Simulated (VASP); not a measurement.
# BeTe (F-43m) in VASP: single point with HSE06

Aim: the single point of BeTe with HSE06.

Program: VASP 6.6.1. These are calculated values, not measurements. Logs are shortened: lines on timing, memory, paths and dates and some standing lists are left out, and cuts for length are marked.

**1. The cell of the first run**

The structure is cubic, space group F-43m (No. 216). The conventional cell has a = 5.664 Å, b = 5.664 Å, c = 5.664 Å, α = 90.00°, β = 90.00°, γ = 90.00°. Within 3.2 Å of Be (site symmetry -43m) lie 4 Te at 2.45 Å. Te (site symmetry -43m) has 4 Be at 2.45 Å within 3.2 Å.

**2. Single point, HSE06**

The input, POSCAR:

```
BeTe
1.0
    0.0000000000      2.8318047757      2.8318047757
    2.8318047757      0.0000000000      2.8318047757
    2.8318047757      2.8318047757      0.0000000000
Be Te
1 1
Direct
    0.5000000000      0.5000000000      0.5000000000
    0.7500000000      0.7500000000      0.7500000000
```

The input, INCAR.step1:

```
SYSTEM = BeTe
ALGO = Normal
EDIFF = 1E-5
ENCUT = 520
GGA = PE
ISIF = 2
ISMEAR = 0
LASPH = .True.
LREAL = .False.
LWAVE = .True.
NBANDS = 11
NELM = 80
PREC = Accurate
SIGMA = 0.02
```

The input, INCAR.step2:

```
SYSTEM = BeTe
ALGO = Normal
EDIFF = 1E-6
ENCUT = 520
GGA = PE
HFSCREEN = 0.2079
ISIF = 2
ISMEAR = 0
ISTART = 1
LASPH = .True.
LCHARG = .True.
LELF = .True.
LHFCALC = .True.
LREAL = .False.
LVHAR = .True.
LWAVE = .False.
NBANDS = 11
NELM = 80
PREC = Accurate
PRECFOCK = Normal
SIGMA = 0.02
```

The input, KPOINTS:

```
k-points
0
Gamma
  6 6 6
  0 0 0
```

Potentials or basis: VASP PAW PBE potentials, release 64 (Be, Te).

Command:

```
> cat potpaw_PBE.64/Be/POTCAR potpaw_PBE.64/Te/POTCAR > POTCAR
> cp INCAR.step1 INCAR
> mpirun -np 1 vasp_std > vasp.out
> cp INCAR.step2 INCAR
> mpirun -np 1 vasp_std > vasp.out
```

OUTCAR:

```text
SYSTEM = BeTe
   EDIFF = 1E-6
   ENCUT = 520
   GGA = PE
   HFSCREEN = 0.2079
   ISIF = 2
   ISMEAR = 0
   ISTART = 1
   LASPH = .True.
   LHFCALC = .True.
   LREAL = .False.
   NELM = 80
   PREC = Accurate
   PRECFOCK = Normal

 ion  position               nearest neighbor table
   1  0.500  0.500  0.500-   2 2.45   2 2.45   2 2.45   2 2.45
   2  0.750  0.750  0.750-   1 2.45   1 2.45   1 2.45   1 2.45

  LATTYP: Found a face centered cubic cell.
 ALAT       =     5.6636095514

  Lattice vectors:

 A1 = (   0.0000000000,   2.8318047757,   2.8318047757)
 A2 = (   2.8318047757,   0.0000000000,   2.8318047757)
 A3 = (   2.8318047757,   2.8318047757,   0.0000000000)

Analysis of symmetry for initial positions (statically):
=====================================================================
 Subroutine PRICEL returns:
 Original cell was already a primitive cell.

 Routine SETGRP: Setting up the symmetry group for a
 face centered cubic supercell.

 Subroutine GETGRP returns: Found 24 space group operations
 (whereof 24 operations were pure point group operations)
 out of a pool of 48 trial point group operations.

The static configuration has the point symmetry T_d .

Analysis of symmetry for dynamics (positions and initial velocities):
=====================================================================
 Subroutine PRICEL returns:
 Original cell was already a primitive cell.

 Routine SETGRP: Setting up the symmetry group for a
 face centered cubic supercell.

 Subroutine GETGRP returns: Found 24 space group operations
 (whereof 24 operations were pure point group operations)
 out of a pool of 48 trial point group operations.

The dynamic configuration has the point symmetry T_d .

 Subroutine INISYM returns: Found 24 space group operations
 (whereof 24 operations are pure point group operations),
 and found     1 'primitive' translations

----------------------------------------------------------------------------------------

                                     Primitive cell

  volume of cell :      45.4172

  direct lattice vectors                    reciprocal lattice vectors
     0.000000000  2.831804776  2.831804776    -0.176565844  0.176565844  0.176565844
     2.831804776  0.000000000  2.831804776     0.176565844 -0.176565844  0.176565844
     2.831804776  2.831804776  0.000000000     0.176565844  0.176565844 -0.176565844

  length of vectors
     4.004776720  4.004776720  4.004776720     0.305821013  0.305821013  0.305821013

  position of ions in fractional coordinates (direct lattice)
     0.500000000  0.500000000  0.500000000
[... 88 lines left out ...]
     AMIX     =   0.40;   BMIX     =  1.00
     AMIX_MAG =   1.60;   BMIX_MAG =  1.00
  volume/ion in A,a.u.               =      22.71       153.25
  Fermi-wavevector in a.u.,A,eV,Ry     =   0.917695  1.734191 11.458329  0.842163
  Thomas-Fermi vector in A             =   2.042692
   LORBIT       =      0    0 simple, 1 ext, 2 COOP (PROOUT), +10 PAW based schemes
   GGA     = PE    functional components
   LHFCALC =     T    Hartree Fock is set to
   PRECFOCK=normal    Normal, Fast or Accurate (Low or Medium for compatibility)
   ENCUT4O =  -1.0   cutoff for four orbital integrals eV
   NKREDX  =     1    reduce k-point grid by
   NKREDY  =     1    reduce k-point grid by
   NKREDZ  =     1    reduce k-point grid by
   AEXX    =    0.2500 exact exchange contribution
   HFSCREEN=    0.2079 screening length (either q_TF or 0.3 A-1)
   HFSCREENC=   0.2079 screening length for correlation (either q_TF or 0.3 A-1)
   ENCUTFOCK=  -1.0 apply spherical cutoff to Coloumb kernel
   IVDW    =     0    specifies the selected vdW correction
   LEPSILON=     F    determine dielectric tensor
   LRPA    =     F    only Hartree local field effects (RPA)
 non-spin polarized calculation
 Gauss-broadening in eV      SIGMA  =   0.02
  energy-cutoff  :      520.00
  volume of cell :       45.42
 maximum number of plane-waves:      1243
 NGX is ok and might be reduce to    30
  NGX = 24; NGY = 24; NGZ = 24

 number of electron       8.0000000 magnetization

 Free energy of the ion-electron system (eV)
  ---------------------------------------------------
  ext. energy  EPLUGINS =         0.00000000
  ---------------------------------------------------
  free energy    TOTEN  =        -8.74985722 eV

  energy without entropy =       -8.74985722  energy(sigma->0) =       -8.74985722

 E-fermi :   4.5168     XC(G=0):  -7.5128

 val. band max:        4.4302612536   @ k =   0.0000   0.0000   0.0000
 cond. band min:       7.1110419339   @ k =   0.5000   0.5000   0.0000
 fundamental gap:      2.6807806803
 Fermi energy:         4.5167822455

 k-point     1 :       0.0000    0.0000    0.0000
  band No.  band energies     occupation
      1      -8.8998      2.00000
      2       4.4303      2.00000
      3       4.4303      2.00000
      4       4.4303      2.00000
      5       8.8951      0.00000
      6       8.9162      0.00000
      7       8.9162      0.00000
      8       8.9162      0.00000
      9      13.7647      0.00000
     10      15.6820      0.00000
     11      15.6820      0.00000
[... 197 lines left out ...]
 k-point    16 :      -0.3333    0.5000    0.1667
  band No.  band energies     occupation
      1      -6.8603      2.00000
      2      -0.7710      2.00000
      3       0.8365      2.00000
      4       1.1823      2.00000
      5       8.9215      0.00000
      6       9.5366      0.00000
      7      12.7787      0.00000
      8      13.1042      0.00000
      9      16.5623      0.00000
     10      17.3788      0.00000
     11      18.4579      0.00000

------------------------ aborting loop because EDIFF is reached ----------------------------------------

  FORCE on cell =-STRESS in cart. coord.  units (eV):
  Direction    XX          YY          ZZ          XY          YZ          ZX
  --------------------------------------------------------------------------------------
  -------------------------------------------------------------------------------------
  Total       -0.3231116     -0.3231116     -0.3231116      0.0000000     -0.0000000     -0.0000000
  in kB      -11.3983817    -11.3983817    -11.3983817      0.0000000     -0.0000000     -0.0000000
  external PRESSURE =     -11.3983817 kB  Pullay stress =       0.0000000 kB

 VOLUME and BASIS-vectors are now :
 -----------------------------------------------------------------------------
  energy-cutoff  :      520.00
  volume of cell :       45.42
      direct lattice vectors                 reciprocal lattice vectors
     0.000000000  2.831804776  2.831804776    -0.176565844  0.176565844  0.176565844
     2.831804776  0.000000000  2.831804776     0.176565844 -0.176565844  0.176565844
     2.831804776  2.831804776  0.000000000     0.176565844  0.176565844 -0.176565844

 POSITION                                       TOTAL-FORCE (eV/Angst)
 -----------------------------------------------------------------------------------
      2.83180      2.83180      2.83180        -0.000000     -0.000000     -0.000000
      4.24771      4.24771      4.24771         0.000000      0.000000      0.000000
 -----------------------------------------------------------------------------------
    total drift:                               -0.000000      0.000000      0.000000

  FREE ENERGIE OF THE ION-ELECTRON SYSTEM (eV)
  ---------------------------------------------------
  free  energy   TOTEN  =        -8.7498572226 eV

  energy  without entropy=       -8.7498572226  energy(sigma->0) =       -8.74985722
```

OUTCAR.step1:

```text
SYSTEM = BeTe
   EDIFF = 1E-5
   ENCUT = 520
   GGA = PE
   ISIF = 2
   ISMEAR = 0
[... 436 lines left out ...]
      2.83180      2.83180      2.83180         0.000000      0.000000      0.000000
      4.24771      4.24771      4.24771        -0.000000     -0.000000     -0.000000
 -----------------------------------------------------------------------------------
    total drift:                                0.000000      0.000000      0.000000

  FREE ENERGIE OF THE ION-ELECTRON SYSTEM (eV)
  ---------------------------------------------------
  free  energy   TOTEN  =        -7.6188427292 eV

  energy  without entropy=       -7.6188427292  energy(sigma->0) =       -7.61884273
```

Wall time 13 min (1 thread of Intel Xeon Platinum 8259CL at 2.50GHz (Skylake/Cascade Lake), shared host); peak memory 0.29 GiB.

What came out:

```
Free energy            : -8.7499 eV
Pressure               : -1.1 GPa
Band gap on the k mesh : 2.68 eV, indirect (least direct gap 4.46 eV)
```

Levels at points of the mesh, in eV from the valence-band top:
```csv
k point,band 2,band 3,band 4,band 5,band 6,band 7
"(0.00, 0.00, 0.00)",0.00,0.00,0.00,4.46,4.49,4.49
"(0.50, 0.00, 0.00)",-5.99,-1.19,-1.19,3.78,5.48,5.48
"(0.50, 0.50, 0.00)",-5.56,-2.81,-2.81,2.68,3.40,10.96
```

Caveat: the PAW data sets were made with another functional, which shifts forces and pressure a little; spin-orbit coupling is left out, which moves the levels of the heavy elements.
